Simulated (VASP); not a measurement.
# SnSe2 (P1) in VASP: single point with r2SCAN

Aim: the single point of SnSe2 with r2SCAN.

Program: VASP 6.6.1. These are calculated values, not measurements. Logs are shortened: lines on timing, memory, paths and dates and some standing lists are left out, and cuts for length are marked.

## Step 1: The cell of the first run

The typed cell holds 12 atoms: a = 7.650 Å, b = 7.650 Å, c = 6.227 Å, α = 90.00°, β = 90.00°, γ = 120.00°.

## Step 2: Single point, r2SCAN

Input file POSCAR:

```
SnSe2
1.0
    7.6502986386      0.0000000000      0.0000000000
   -3.8251493193      6.6253529676      0.0000000000
    0.0000000000      0.0000000000      6.2270792392
Sn Se
4 8
Direct
   -0.0062647558      0.0038787367     -0.0074861742
   -0.0113093524      0.4856239382     -0.0174706304
    0.5073682220      0.0155987161      0.0192128597
    0.5025234715      0.5072632381     -0.0020597136
    0.1818544830      0.3271697388      0.2481765432
    0.3179014182      0.1568800946      0.7375912243
    0.1784061868      0.8606429013      0.2589766306
    0.3327259084      0.6516795439      0.7626602806
    0.6763981975      0.3317457969      0.2331107321
    0.8553138861      0.1793249365      0.7446871674
    0.6585073209      0.8197715694      0.2945146399
    0.8104410020      0.6541989568      0.7320136496
```

Input file INCAR.step1:

```
SYSTEM = SnSe2
  ALGO = Normal
  EDIFF = 1E-4
  ENCUT = 520
  GGA = PE
  ISMEAR = -1
  LASPH = .TRUE.
  LCHARG = .FALSE.
  LREAL = .FALSE.
  LWAVE = .TRUE.
  NBANDS = 64
  NELM = 100
  PREC = Accurate
  SIGMA = 0.086
```

Input file INCAR.step2:

```
SYSTEM = SnSe2
  ALGO = Normal
  EDIFF = 1E-6
  ENCUT = 520
  ISIF = 2
  ISMEAR = -1
  ISTART = 1
  LASPH = .TRUE.
  LCHARG = .FALSE.
  LMIXTAU = .TRUE.
  LREAL = .FALSE.
  LWAVE = .FALSE.
  METAGGA = R2SCAN
  NBANDS = 64
  NELM = 100
  PREC = Accurate
  SIGMA = 0.086
```

Input file KPOINTS:

```
k-points
0
G
  3 3 2
  0 0 0
```

Potentials or basis: VASP PAW PBE potentials, release 64 (Sn_d, Se).

The run is started by

```
$ cat potpaw_PBE.64/Sn_d/POTCAR potpaw_PBE.64/Se/POTCAR > POTCAR
$ cp INCAR.step1 INCAR
$ mpirun -np 1 vasp_std > vasp.out
$ cp INCAR.step2 INCAR
$ mpirun -np 1 vasp_std > vasp.out
```

OUTCAR:

```text
SYSTEM = SnSe2
   EDIFF = 1E-6
   ENCUT = 520
   ISIF = 2
   ISMEAR = -1
   ISTART = 1
   LASPH = .TRUE.
   LREAL = .FALSE.
   METAGGA = R2SCAN
   NELM = 100
   PREC = Accurate

 ion  position               nearest neighbor table
   1  0.994  0.004  0.993-  10 2.59   6 2.67   5 2.68   7 2.74  12 2.83  11 2.91   2 3.71
   2  0.989  0.486  0.983-  10 2.52   9 2.59   8 2.66  12 2.78   5 2.86   7 3.02   3 3.65   1 3.71

   3  0.507  0.016  0.019-   9 2.48   7 2.64   6 2.81  10 2.87  11 2.87   8 2.89   2 3.65
   4  0.503  0.507  0.998-   8 2.55  12 2.63   5 2.64   9 2.74  11 2.77   6 2.83
   5  0.182  0.327  0.248-   4 2.64   1 2.68   2 2.86
   6  0.318  0.157  0.738-   1 2.67   3 2.81   4 2.83
   7  0.178  0.861  0.259-   3 2.64   1 2.74   2 3.02
   8  0.333  0.652  0.763-   4 2.55   2 2.66   3 2.89
   9  0.676  0.332  0.233-   3 2.48   2 2.59   4 2.74
  10  0.855  0.179  0.745-   2 2.52   1 2.59   3 2.87
  11  0.659  0.820  0.295-   4 2.77   3 2.87   1 2.91
  12  0.810  0.654  0.732-   4 2.63   2 2.78   1 2.83

  LATTYP: Found a hexagonal cell.
 ALAT       =     7.6502986386
 C/A-ratio  =     0.8139655108

  Lattice vectors:

 A1 = (   7.6502986386,   0.0000000000,   0.0000000000)
 A2 = (  -3.8251493193,   6.6253529676,   0.0000000000)
 A3 = (   0.0000000000,   0.0000000000,   6.2270792392)

Analysis of symmetry for initial positions (statically):
=====================================================================
 Subroutine PRICEL returns:
 Original cell was already a primitive cell.

 Routine SETGRP: Setting up the symmetry group for a
 hexagonal supercell.

 Subroutine GETGRP returns: Found  1 space group operations
 (whereof  1 operations were pure point group operations)
 out of a pool of 24 trial point group operations.

The static configuration has the point symmetry C_1 .

Analysis of symmetry for dynamics (positions and initial velocities):
=====================================================================
 Subroutine PRICEL returns:
 Original cell was already a primitive cell.

 Routine SETGRP: Setting up the symmetry group for a
 hexagonal supercell.

 Subroutine GETGRP returns: Found  1 space group operations
[... 113 lines left out ...]
   NFREE  =      0    steps in history (QN), initial steepest desc. (CG)
   ISIF   =      2    stress and relaxation
   ISYM   =      2    0-nonsym 1-usesym 2-fastsym
   POTIM  = 0.5000    time-step for ionic-motion
   TEBEG  =    0.0;   TEEND  =   0.0 temperature during run
   PSTRESS=    0.0 pullay stress
   NELECT =     104.0000    total number of electrons
   NUPDOWN=      -1.0000    fix difference up-down
   EMIN   =  10.00;   EMAX   =-10.00  energy-range for DOS
   EFERMI =   0.00;   METHOD = LEGACY
   ISMEAR =    -1;   SIGMA  =   0.09  broadening in eV -4-tet -1-fermi 0-gaus
   EFERMI_NEDOS =   21; number of points for ismear=-14 and -15
   IALGO  =     38    algorithm
   IMIX   =      4    mixing-type and parameters
     AMIX     =   0.40;   BMIX     =  1.00
     AMIX_MAG =   1.60;   BMIX_MAG =  1.00
  volume/ion in A,a.u.               =      26.30       177.50
  Fermi-wavevector in a.u.,A,eV,Ry     =   1.130738  2.136785 17.395981  1.278569
  Thomas-Fermi vector in A             =   2.267435
   LORBIT       =      0    0 simple, 1 ext, 2 COOP (PROOUT), +10 PAW based schemes
   METAGGA = R2SCAN    functional components
   LHFCALC =     F    Hartree Fock is set to
   AEXX    =    0.0000 exact exchange contribution
   IVDW    =     0    specifies the selected vdW correction
   LEPSILON=     F    determine dielectric tensor
   LRPA    =     F    only Hartree local field effects (RPA)
 non-spin polarized calculation
  energy-cutoff  :      520.00
  volume of cell :      315.63
 maximum number of plane-waves:      8513
 NGX is ok and might be reduce to    60
   NGX = 29   NGY = 29   NGZ = 23

 number of electron     104.0000000 magnetization

 Free energy of the ion-electron system (eV)
  ---------------------------------------------------
  ext. energy  EPLUGINS =         0.00000000
  ---------------------------------------------------
  free energy    TOTEN  =      -217.31205315 eV

  energy without entropy =     -217.30174207  energy(sigma->0) =     -217.30689761

 E-fermi :   4.1962     XC(G=0):  -9.9303

 val. band max:        3.8794747043   @ k =   0.3333   0.0000   0.0000
 cond. band min:       4.3967027193   @ k =   0.0000   0.0000   0.5000
 fundamental gap:      0.5172280150
 Fermi energy:         4.1962268773

 k-point     1 :       0.0000    0.0000    0.0000
  band No.  band energies     occupation
      1     -18.4089      2.00000
      2     -18.3581      2.00000
      3     -18.3183      2.00000
      4     -18.2852      2.00000
      5     -18.2824      2.00000
      6     -18.2745      2.00000
[... 659 lines left out ...]
     63       9.5736      0.00000
     64       9.7585      0.00000

------------------------ aborting loop because EDIFF is reached ----------------------------------------

  FORCE on cell =-STRESS in cart. coord.  units (eV):
  Direction    XX          YY          ZZ          XY          YZ          ZX
  --------------------------------------------------------------------------------------
  -------------------------------------------------------------------------------------
  Total        3.3024764      5.3197474      1.9363949     -0.1280802      0.2139885     -1.2224247
  in kB       16.7640331     27.0041051      9.8295291     -0.6501608      1.0862484     -6.2052730
  external PRESSURE =      17.8658891 kB  Pullay stress =       0.0000000 kB

 VOLUME and BASIS-vectors are now :
 -----------------------------------------------------------------------------
  energy-cutoff  :      520.00
  volume of cell :      315.63
      direct lattice vectors                 reciprocal lattice vectors
     7.650298639  0.000000000  0.000000000     0.130713851  0.075467677  0.000000000
    -3.825149319  6.625352968  0.000000000     0.000000000  0.150935355  0.000000000
     0.000000000  0.000000000  6.227079239     0.000000000  0.000000000  0.160588931

 POSITION                                       TOTAL-FORCE (eV/Angst)
 -----------------------------------------------------------------------------------
      7.58753      0.02570      6.18046         0.810989     -0.567106      0.841307
      5.70619      3.21743      6.11829         0.713525      1.708335      0.888184
      3.82185      0.10335      0.11964        -0.312630     -1.794734     -1.054505
      1.90410      3.36080      6.21425        -0.010606     -0.515320      0.444041
      0.13977      2.16761      1.54541        -0.820288      0.133087      0.165203
      1.83195      1.03939      4.59304         0.785963      0.101985      0.449192
     -1.92723      5.70206      1.61267        -0.274013     -0.922698     -0.518349
      0.05268      4.31761      4.74915        -0.545617      1.142535     -0.676003
      3.90567      2.19793      1.45160        -0.088975      0.989014      1.490362
      5.85746      1.18809      4.63723        -0.872079     -1.105472     -0.803780
      1.90203      5.43128      1.83397         0.073256      0.471415     -1.666453
      3.69771      4.33430      4.55831         0.540475      0.358959      0.440801
 -----------------------------------------------------------------------------------
    total drift:                                0.000228     -0.000050     -0.000390

  FREE ENERGIE OF THE ION-ELECTRON SYSTEM (eV)
  ---------------------------------------------------
  free  energy   TOTEN  =      -217.3120531457 eV

  energy  without entropy=     -217.3017420749  energy(sigma->0) =     -217.30689761
```

OUTCAR.step1:

```text
SYSTEM = SnSe2
   EDIFF = 1E-4
   ENCUT = 520
   GGA = PE
   ISMEAR = -1
   LASPH = .TRUE.
[... 915 lines left out ...]
      5.85746      1.18809      4.63723        -0.824917     -1.083364     -1.110715
      1.90203      5.43128      1.83397         0.080647      0.423194     -1.274313
      3.69771      4.33430      4.55831         0.495199      0.360196      0.104756
 -----------------------------------------------------------------------------------
    total drift:                                0.001097     -0.001018     -0.000285

  FREE ENERGIE OF THE ION-ELECTRON SYSTEM (eV)
  ---------------------------------------------------
  free  energy   TOTEN  =       -46.1987533082 eV

  energy  without entropy=      -46.1715822086  energy(sigma->0) =      -46.18516776
```

It took 9.9 min on 1 thread of AMD EPYC 9R45 (Zen 5), shared host; peak memory 0.5 GiB.

What came out:

```
Free energy            : -217.3121 eV
Pressure               : 1.8 GPa
Largest force          : 2.105 eV/Å
Band gap on the k mesh : 0.52 eV (least direct gap 0.69 eV)
```

Forces on the atoms (eV/Å):
```
Sn   0.811 -0.567  0.841
Sn   0.714  1.708  0.888
Sn  -0.313 -1.795 -1.055
Sn  -0.011 -0.515  0.444
Se  -0.820  0.133  0.165
Se   0.786  0.102  0.449
Se  -0.274 -0.923 -0.518
Se  -0.546  1.143 -0.676
Se  -0.089  0.989  1.490
Se  -0.872 -1.105 -0.804
Se   0.073  0.471 -1.666
Se   0.540  0.359  0.441
```

Caveat: the k points lie up to 0.50 Å⁻¹ apart; the atoms stand as in a frame of molecular dynamics; the PAW data sets were made with another functional, which shifts forces and pressure a little; spin-orbit coupling is left out, which moves the levels of the heavy elements; an odd mesh through Γ misses points on the zone boundary, where band edges can lie.
